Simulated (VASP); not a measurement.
Crystal: AlNi3.

```
Ni Al
1.0
     0.00000    2.80189    2.80189
     2.80189    0.00000    2.80189
     2.80189    2.80189    0.00000
Ni Al
3 1
Direct
  0.75000 0.75000 0.75000
  0.00000 0.00000 0.00000
  0.25000 0.25000 0.25000
  0.50000 0.50000 0.50000
```

Base run:

- Program: VASP 6.6.1
- Functional: PBEsol
- Potentials or basis: VASP PAW PBE potentials, release 64 (Ni_sv_GW, Al)
- Cutoff: 590 eV
- k mesh: 7 × 7 × 7
- Occupations: fermi-dirac, width 0.05 eV
- Spin: collinear spin, ferromagnetic start
- Starting moments: [0.5, 0.5, 0.5, 0.0] μB
- Fixed moment: 1.5 μB

Its results: pressure -1.6 GPa; site moments Ni +0.44, +0.57; Al +0.01 μB.

Problem. After a change of settings the same cell gave: pressure 24.6 GPa; site moments Ni +1.58, +1.71; Al +0.19 μB. Which change was it?
A. fixed moment from 1.5 μB to 3 μB; moments at the start from [0.5, 0.5, 0.5, 0.0] to [1.0, 1.0, 1.0, 0.0]
B. fixed moment from 1.5 μB to 2.2 μB; moments at the start from [0.5, 0.5, 0.5, 0.0] to [0.73, 0.73, 0.73, 0.0]
C. fixed moment from 1.5 μB to 0.8 μB; moments at the start from [0.5, 0.5, 0.5, 0.0] to [0.27, 0.27, 0.27, 0.0]
D. fixed moment from 1.5 μB to 6 μB; moments at the start from [0.5, 0.5, 0.5, 0.0] to [2.0, 2.0, 2.0, 0.0]

Solution. D.

Caveats: the PAW data sets were made with another functional, which shifts forces and pressure a little; the total moment is fixed, so each spin has its own Fermi level.
